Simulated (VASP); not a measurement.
# P (P2/m) in VASP: settings compared

Aim: see how the results for P move with the level of theory and the settings. Levels: PBE-based screened hybrid with 20 % exact exchange, PBE-based screened hybrid with 30 % exact exchange, PBE-based screened hybrid with 25 % exact exchange. Tasks: single point.

All numbers are computed with VASP 6.6.1; they aren't measurements. Logs are shortened: lines on timing, memory, paths and dates and some standing lists are left out, and cuts for length are marked.

## 1. The cell of the first run

Symmetry: P2/m, No. 10, monoclinic system. The conventional cell has a = 2.425 Å, b = 2.439 Å, c = 4.852 Å, α = 90.00°, β = 90.24°, γ = 90.00°. Within 3.2 Å of P (site symmetry m) lie 6 P at 2.42 to 2.44 Å.

This isn't the form of P at room conditions, which is orthorhombic.

## 2. Single point, PBE-based screened hybrid with 20 % exact exchange

The input, POSCAR:

```
P
1.0
    2.4246941115      0.0000000000      0.0000000000
    0.0000000000      2.4385351442      0.0000000000
   -0.0203144631      0.0000000000      4.8524328982
P
2
Direct
    0.0000000300      0.0000000000      0.7494253600
    0.9999999700      0.0000000000      0.2505746400
```

The input, INCAR.step1:

```
PREC     = Accurate       # precision mode
ENCUT    = 520            # plane-wave cutoff, eV
EDIFF    = 1E-5           # SCF threshold, eV
ISMEAR   = -1             # smearing method
SIGMA    = 0.05           # smearing width, eV
LREAL    = False          # projectors in reciprocal space
LASPH    = True           # aspherical terms in the spheres
NELM     = 100            # most SCF steps
ALGO     = Normal         # electronic algorithm
ISIF     = 2              # what is computed and relaxed
LWAVE    = True           # write WAVECAR
GGA      = PE             # functional
NBANDS   = 12             # bands
```

The input, INCAR.step2:

```
PREC     = Accurate       # precision mode
ENCUT    = 520            # plane-wave cutoff, eV
EDIFF    = 1E-6           # SCF threshold, eV
ISMEAR   = -1             # smearing method
SIGMA    = 0.05           # smearing width, eV
LREAL    = False          # projectors in reciprocal space
LASPH    = True           # aspherical terms in the spheres
NELM     = 100            # most SCF steps
ALGO     = Normal         # electronic algorithm
ISIF     = 2              # what is computed and relaxed
LWAVE    = False          # write WAVECAR
LCHARG   = True           # write CHGCAR
GGA      = PE             # functional
LHFCALC  = True           # exact exchange
AEXX     = 0.2            # exact-exchange fraction
HFSCREEN = 0.2            # screening, 1/A
PRECFOCK = Normal       
LELF     = True           # ELF
LVHAR    = True         
ISTART   = 1            
NBANDS   = 12             # bands
```

The input, KPOINTS:

```
Automatic mesh
0
Gamma
  6 6 3
```

Potentials or basis: VASP PAW PBE potentials, release 64 (P).

Launch:

```
> cat potpaw_PBE.64/P/POTCAR > POTCAR
> cp INCAR.step1 INCAR
> mpirun -np 1 vasp_std > vasp.out
> cp INCAR.step2 INCAR
> mpirun -np 1 vasp_std > vasp.out
```

OUTCAR:

```text
PREC = Accurate
   ENCUT = 520
   EDIFF = 1E-6
   ISMEAR = -1
   LREAL = False
   LASPH = True
   NELM = 100
   ISIF = 2
   GGA = PE
   LHFCALC = True
   AEXX = 0.2
   HFSCREEN = 0.2
   PRECFOCK = Normal
   ISTART = 1

 ion  position               nearest neighbor table
   1  0.000  0.000  0.749-   2 2.42   2 2.43
   2  1.000  0.000  0.251-   1 2.42   1 2.43

  LATTYP: Found a simple monoclinic cell.
 ALAT       =     2.4246941115
 B/A-ratio  =     1.0057083624
 C/A-ratio  =     2.0012732318
 COS(beta)  =    -0.0041864124

  Lattice vectors:

 A1 = (   2.4246941115,   0.0000000000,   0.0000000000)
 A2 = (   0.0000000000,   2.4385351442,   0.0000000000)
 A3 = (  -0.0203144631,   0.0000000000,   4.8524328982)

Analysis of symmetry for initial positions (statically):
=====================================================================
 Subroutine PRICEL returns:
 Original cell was already a primitive cell.

 Routine SETGRP: Setting up the symmetry group for a
 simple monoclinic supercell.

 Subroutine GETGRP returns: Found  4 space group operations
 (whereof  4 operations were pure point group operations)
 out of a pool of  4 trial point group operations.

The static configuration has the point symmetry C_2h.

Analysis of symmetry for dynamics (positions and initial velocities):
=====================================================================
 Subroutine PRICEL returns:
 Original cell was already a primitive cell.

 Routine SETGRP: Setting up the symmetry group for a
 simple monoclinic supercell.

 Subroutine GETGRP returns: Found  4 space group operations
 (whereof  4 operations were pure point group operations)
 out of a pool of  4 trial point group operations.

The dynamic configuration has the point symmetry C_2h.

 Subroutine INISYM returns: Found  4 space group operations
 (whereof  4 operations are pure point group operations),
 and found     1 'primitive' translations

----------------------------------------------------------------------------------------

                                     Primitive cell

  volume of cell :      28.6910

  direct lattice vectors                    reciprocal lattice vectors
     2.424694112  0.000000000  0.000000000     0.412423157  0.000000000  0.001726589
     0.000000000  2.438535144  0.000000000     0.000000000  0.410082259  0.000000000
    -0.020314463  0.000000000  4.852432898     0.000000000  0.000000000  0.206082190

  length of vectors
     2.424694112  2.438535144  4.852475421     0.412426771  0.410082259  0.206082190

  position of ions in fractional coordinates (direct lattice)
     0.000000030  0.000000000  0.749425360
     0.999999970  0.000000000  0.250574640

  ion indices of the primitive-cell ions
   primitive index   ion index
                 1           1
                 2           2

----------------------------------------------------------------------------------------

 KPOINTS: Automatic mesh

Automatic generation of k-mesh.
 Grid dimensions read from file:
 generate k-points for:    6    6    3

 Generating k-lattice:

  Cartesian coordinates                     Fractional coordinates (reciprocal lattice)
     0.068737193  0.000000000  0.000287765     0.166666667  0.000000000  0.000000000
     0.000000000  0.068347043  0.000000000     0.000000000  0.166666667  0.000000000
     0.000000000  0.000000000  0.068694063     0.000000000  0.000000000  0.333333333

  Length of vectors
     0.068737795  0.068347043  0.068694063

  Shift w.r.t. Gamma in fractional coordinates (k-lattice)
     0.000000000  0.000000000  0.000000000

 Subroutine IBZKPT returns following result:
 ===========================================

 Found     40 irreducible k-points:

 Following reciprocal coordinates:
            Coordinates               Weight
  0.000000  0.000000  0.000000      1.000000
  0.166667  0.000000 -0.000000      2.000000
  0.333333  0.000000 -0.000000      2.000000
  0.500000  0.000000 -0.000000      1.000000
  0.000000  0.166667  0.000000      2.000000
  0.166667  0.166667 -0.000000      4.000000
[... 16 lines left out ...]
  0.000000  0.166667  0.333333      4.000000
  0.166667  0.166667  0.333333      4.000000
 [... further k-points ...]
   k-points           NKPTS =     40   k-points in BZ     NKDIM =    108   number of bands    NBANDS=     12
   number of dos      NEDOS =    301   number of ions     NIONS =      2
   total plane-waves  NPLWV =  11664
   dimension x,y,z NGX =    18 NGY =   18 NGZ =   36
   dimension x,y,z NGXF=    36 NGYF=   36 NGZF=   72
   ions per type =               2
   NGX,Y,Z   is equivalent  to a cutoff of  12.34, 12.27, 12.33 a.u.
   NGXF,Y,Z  is equivalent  to a cutoff of  24.68, 24.54, 24.67 a.u.
 SYSTEM =  unknown system
   PREC   = accura    normal or accurate (medium, high low for compatibility)
   ISTART =      1    job   : 0-new  1-cont  2-samecut
   ICHARG =      0    charge: 1-file 2-atom 10-const
   ISPIN  =      1    spin polarized calculation?
[... 31 lines left out ...]
   LHFCALC =     T    Hartree Fock is set to
   PRECFOCK=normal    Normal, Fast or Accurate (Low or Medium for compatibility)
   ENCUT4O =  -1.0   cutoff for four orbital integrals eV
   NKREDX  =     1    reduce k-point grid by
   NKREDY  =     1    reduce k-point grid by
   NKREDZ  =     1    reduce k-point grid by
   AEXX    =    0.2000 exact exchange contribution
   HFSCREEN=    0.2000 screening length (either q_TF or 0.3 A-1)
   HFSCREENC=   0.2000 screening length for correlation (either q_TF or 0.3 A-1)
   ENCUTFOCK=  -1.0 apply spherical cutoff to Coloumb kernel
   IVDW    =     0    specifies the selected vdW correction
   LEPSILON=     F    determine dielectric tensor
   LRPA    =     F    only Hartree local field effects (RPA)
 non-spin polarized calculation
  energy-cutoff  :      520.00
  volume of cell :       28.69
 maximum number of plane-waves:       792
  NGX = 14; NGY = 14; NGZ = 28

 number of electron       9.9999996 magnetization

 Free energy of the ion-electron system (eV)
  ---------------------------------------------------
  ext. energy  EPLUGINS =         0.00000000
  ---------------------------------------------------
  free energy    TOTEN  =       -12.22027576 eV

  energy without entropy =      -12.21180688  energy(sigma->0) =      -12.21604132

 E-fermi :   9.9984     XC(G=0):  -9.7312

 val. band max:        9.9548061273   @ k =  -0.1667   0.1667   0.3333
 cond. band min:      10.0276014425   @ k =   0.1667   0.1667   0.3333
 fundamental gap:      0.0727953153
 Fermi energy:         9.9983594258

 k-point     1 :       0.0000    0.0000    0.0000
  band No.  band energies     occupation
      1      -8.4881      2.00000
      2      -3.6966      2.00000
      3       0.0443      2.00000
      4      15.3091      0.00000
      5      15.5538      0.00000
      6      15.5961      0.00000
      7      17.0314      0.00000
      8      17.1256      0.00000
      9      18.5025      0.00000
     10      18.7531      0.00000
     11      19.9142      0.00000
     12      24.9793      0.00000

 k-point     2 :       0.1667    0.0000   -0.0000
  band No.  band energies     occupation
      1      -7.7966      2.00000
      2      -2.9945      2.00000
      3       0.6776      2.00000
      4       9.5324      1.99982
      5      13.3706      0.00000
      6      15.8682      0.00000
      7      16.1141      0.00000
      8      17.6079      0.00000
      9      19.0061      0.00000
     10      19.4623      0.00000
     11      21.7746      0.00000
     12      23.6959      0.00000

 k-point     3 :       0.3333    0.0000   -0.0000
  band No.  band energies     occupation
      1      -5.7999      2.00000
      2      -0.9327      2.00000
      3       2.4012      2.00000
      4       3.5365      2.00000
      5       7.6376      2.00000
      6      13.7433      0.00000
      7      17.3481      0.00000
      8      17.5796      0.00000
      9      18.9859      0.00000
     10      20.3515      0.00000
     11      24.8076      0.00000
     12      26.4439      0.00000
[... 286 lines left out ...]
 k-point    23 :       0.0000    0.1667    0.3333
  band No.  band energies     occupation
      1      -7.1185      2.00000
      2      -5.1248      2.00000
      3       4.1366      2.00000
      4       9.3626      1.99999
      5      10.9318      0.00000
      6      11.8786      0.00000
      7      16.6769      0.00000
      8      18.1139      0.00000
      9      20.3608      0.00000
     10      21.2238      0.00000
     11      23.1088      0.00000
     12      25.2366      0.00000

 k-point    24 :       0.1667    0.1667    0.3333
  band No.  band energies     occupation
      1      -6.4222      2.00000
      2      -4.4441      2.00000
      3       4.7696      2.00000
      4       9.9416      1.51377
      5      10.0276      0.71564
      6      11.5502      0.00000
      7      12.8683      0.00000
      8      14.0650      0.00000
      9      22.4199      0.00000
     10      22.7904      0.00000
     11      25.6693      0.00000
     12      25.8541      0.00000

 [... further k-points ...]

------------------------ aborting loop because EDIFF is reached ----------------------------------------

  FORCE on cell =-STRESS in cart. coord.  units (eV):
  Direction    XX          YY          ZZ          XY          YZ          ZX
  --------------------------------------------------------------------------------------
  -------------------------------------------------------------------------------------
  Total       -0.4506154     -0.0818754     -0.4284182      0.0000000      0.0000000      0.0273704
  in kB      -25.1635038     -4.5721302    -23.9239571      0.0000000      0.0000000      1.5284325
  external PRESSURE =     -17.8865304 kB  Pullay stress =       0.0000000 kB

 VOLUME and BASIS-vectors are now :
 -----------------------------------------------------------------------------
  energy-cutoff  :      520.00
  volume of cell :       28.69
      direct lattice vectors                 reciprocal lattice vectors
     2.424694112  0.000000000  0.000000000     0.412423157  0.000000000  0.001726589
     0.000000000  2.438535144  0.000000000     0.000000000  0.410082259  0.000000000
    -0.020314463  0.000000000  4.852432898     0.000000000  0.000000000  0.206082190

 POSITION                                       TOTAL-FORCE (eV/Angst)
 -----------------------------------------------------------------------------------
     -0.01522      0.00000      3.63654         0.000259      0.000000      0.018194
      2.41960      0.00000      1.21590        -0.000259      0.000000     -0.018194
 -----------------------------------------------------------------------------------
    total drift:                               -0.000000      0.000000     -0.000000

  FREE ENERGIE OF THE ION-ELECTRON SYSTEM (eV)
  ---------------------------------------------------
  free  energy   TOTEN  =       -12.2202757618 eV

  energy  without entropy=      -12.2118068791  energy(sigma->0) =      -12.21604132
```

It took 18 min on 1 thread of AMD EPYC, shared host; peak memory 0.2 GiB.

Results:

```yaml
Free_energy: -12.2203 eV
Pressure: -1.8 GPa
Largest_force: 0.018 eV/Å
Band_gap_on_the_k_mesh: zero (bands 5 and 6 overlap by 9.83 eV)
```

Forces in eV/Å, atoms in the order of the input:
```
P    0.000  0.000  0.018
P    0.000  0.000 -0.018
```

Levels at points of the mesh, in eV from the Fermi level:
```
           k point  band 1  band 2  band 3  band 4  band 5  band 6  band 7  band 8  band 9  band 10
(0.00, 0.00, 0.00)  -18.49  -13.69   -9.95    5.31    5.56    5.60    7.03    7.13    8.50     8.75
(0.50, 0.00, 0.00)  -13.68   -9.96   -8.39   -6.23   -6.14    0.97    8.51    8.74    9.92    11.41
(0.00, 0.50, 0.00)  -13.82   -9.94   -8.54   -6.28   -6.16    0.97    8.64    8.68    9.88    11.56
(0.50, 0.50, 0.00)   -8.52   -6.28   -6.15   -2.88   -2.80   -2.70   -1.63    0.97    4.85     4.91
```

Caveat: the k points lie up to 0.43 Å⁻¹ apart, too coarse for converged energies and pressures of a metal; the PAW data sets were made with another functional, which shifts forces and pressure a little.

## 3. Single point, PBE-based screened hybrid with 30 % exact exchange

POSCAR is that of step 2.

The input, INCAR.step1:

```
  PREC = Accurate
  ENCUT = 520
  EDIFF = 1E-5
  ISMEAR = -1
  SIGMA = 0.05
  LREAL = False
  LASPH = True
  NELM = 60
  ALGO = Normal
  ISIF = 2
  LWAVE = True
  GGA = PE
  NBANDS = 12
```

The input, INCAR.step2:

```
  PREC = Accurate
  ENCUT = 520
  EDIFF = 1E-7
  ISMEAR = -1
  SIGMA = 0.05
  LREAL = False
  LASPH = True
  NELM = 60
  ALGO = Normal
  ISIF = 2
  LWAVE = False
  LCHARG = True
  GGA = PE
  LHFCALC = True
  AEXX = 0.3
  HFSCREEN = 0.2
  PRECFOCK = Normal
  LELF = True
  LVHAR = True
  ISTART = 1
  NBANDS = 12
```

KPOINTS is that of step 2.

Potentials or basis: VASP PAW PBE potentials, release 64 (P).

Launch:

```
> cat potpaw_PBE.64/P/POTCAR > POTCAR
> cp INCAR.step1 INCAR
> mpirun -np 1 vasp_std > vasp.out
> cp INCAR.step2 INCAR
> mpirun -np 1 vasp_std > vasp.out
```

Wall time 22 min (1 thread of AMD EPYC, shared host); peak memory 0.2 GiB.

The run converged. Its results:

```yaml
Free_energy: -13.0458 eV
Pressure: -3.6 GPa
Largest_force: 0.016 eV/Å
Band_gap_on_the_k_mesh: zero (bands 5 and 6 overlap by 10.37 eV)
```

Forces in eV/Å, atoms in the order of the input:
```
P    0.000  0.000  0.016
P    0.000  0.000 -0.016
```

Stress tensor (GPa, compression positive):
```
-4.86  0.00  0.21
 0.00 -1.39  0.00
 0.21  0.00 -4.62
```

Levels at points of the mesh, in eV from the Fermi level:
```csv
k point,band 2,band 3,band 4,band 5,band 6,band 7,band 8,band 9
"(0.00, 0.00, 0.00)",-14.33,-10.44,5.58,5.85,5.90,7.25,7.38,8.92
"(0.50, 0.00, 0.00)",-10.44,-8.80,-6.57,-6.48,1.10,8.93,9.16,10.27
"(0.00, 0.50, 0.00)",-10.43,-8.95,-6.62,-6.50,1.11,9.06,9.11,10.24
"(0.50, 0.50, 0.00)",-6.63,-6.49,-3.09,-3.01,-2.91,-1.59,1.11,5.08
```

Caveat: the k points lie up to 0.43 Å⁻¹ apart, too coarse for converged energies and pressures of a metal; the PAW data sets were made with another functional, which shifts forces and pressure a little.

## 4. Single point, PBE-based screened hybrid with 25 % exact exchange

POSCAR is that of step 3.

The input, INCAR.step1:

```
SYSTEM = P
PREC     = Accurate       ! precision mode
ENCUT    = 520            ! plane-wave cutoff, eV
EDIFF    = 1E-5           ! SCF threshold, eV
ISMEAR   = -1             ! smearing method
SIGMA    = 0.05           ! smearing width, eV
LREAL    = .False.        ! projectors in reciprocal space
LASPH    = .True.         ! aspherical terms in the spheres
NELM     = 60             ! most SCF steps
ALGO     = Normal         ! electronic algorithm
ISIF     = 2              ! what is computed and relaxed
LWAVE    = .True.         ! write WAVECAR
GGA      = PE             ! functional
NBANDS   = 12             ! bands
```

The input, INCAR.step2:

```
SYSTEM = P
PREC     = Accurate       ! precision mode
ENCUT    = 520            ! plane-wave cutoff, eV
EDIFF    = 1E-7           ! SCF threshold, eV
ISMEAR   = -1             ! smearing method
SIGMA    = 0.05           ! smearing width, eV
LREAL    = .False.        ! projectors in reciprocal space
LASPH    = .True.         ! aspherical terms in the spheres
NELM     = 60             ! most SCF steps
ALGO     = Normal         ! electronic algorithm
ISIF     = 2              ! what is computed and relaxed
LWAVE    = .False.        ! write WAVECAR
LCHARG   = .True.         ! write CHGCAR
GGA      = PE             ! functional
LHFCALC  = .True.         ! exact exchange
AEXX     = 0.25           ! exact-exchange fraction
HFSCREEN = 0.1            ! screening, 1/A
PRECFOCK = Normal       
LELF     = .True.         ! ELF
LVHAR    = .True.       
ISTART   = 1            
NBANDS   = 12             ! bands
```

The input, KPOINTS:

```
Automatic mesh
0
Gamma
  6 6 3
  0 0 0
```

Launch:

```
> cat potpaw_PBE.64/P/POTCAR > POTCAR
> cp INCAR.step1 INCAR
> mpirun -np 1 vasp_std > vasp.out
> cp INCAR.step2 INCAR
> mpirun -np 1 vasp_std > vasp.out
```

Wall time 19 min (1 thread of Intel Xeon 8259CL, shared host); peak memory 0.24 GiB.

Results (log left out):

```yaml
Free_energy: -13.1825 eV
Pressure: -3.3 GPa
Largest_force: 0.015 eV/Å
Band_gap_on_the_k_mesh: zero (bands 5 and 6 overlap by 10.42 eV)
```

Forces in eV/Å, atoms in the order of the input:
```
P    0.000  0.000  0.015
P    0.000  0.000 -0.015
```

Stress tensor (GPa, compression positive):
```
-5.59  0.00  0.42
 0.00  0.76  0.00
 0.42  0.00 -5.09
```

Levels at points of the mesh, in eV from the Fermi level:
```csv
k point,band 3,band 4,band 5,band 6,band 7,band 8
"(0.00, 0.00, 0.00)",-10.41,5.59,5.87,5.92,7.28,7.42
"(0.50, 0.00, 0.00)",-8.79,-6.59,-6.51,1.17,8.92,9.15
"(0.00, 0.50, 0.00)",-8.95,-6.65,-6.53,1.19,9.05,9.10
"(0.50, 0.50, 0.00)",-6.51,-3.14,-3.06,-2.95,-1.69,1.18
```

Caveat: the k points lie up to 0.43 Å⁻¹ apart, too coarse for converged energies and pressures of a metal; the PAW data sets were made with another functional, which shifts forces and pressure a little.

## 5. Overview

```tsv
level	share of exact exchange	screening parameter	gap on the mesh (eV)	pressure (GPa)	largest force (eV/Å)
PBE-based screened hybrid with 20 % exact exchange	0.2	0.2 1/Å	none	-1.8	0.02
PBE-based screened hybrid with 30 % exact exchange	0.3	0.2 1/Å	none	-3.6	0.02
PBE-based screened hybrid with 25 % exact exchange	0.25	0.1 1/Å	none	-3.3	0.01
```

Alike in all rows: task single point; potentials or basis VASP PAW PBE potentials, release 64 (P); no spin polarisation; cell as given; k mesh 6 × 6 × 3; cutoff (eV) 520; smearing fermi-dirac 0.05 eV.

Caveats: all runs use coarse meshes; the PAW data sets were made with another functional, which shifts forces and pressure a little.

Total energies depend on the potentials used, so only differences within one code and one set of settings carry meaning.

The gap in the log of VASP goes by the Fermi energy; the results here count the filled bands.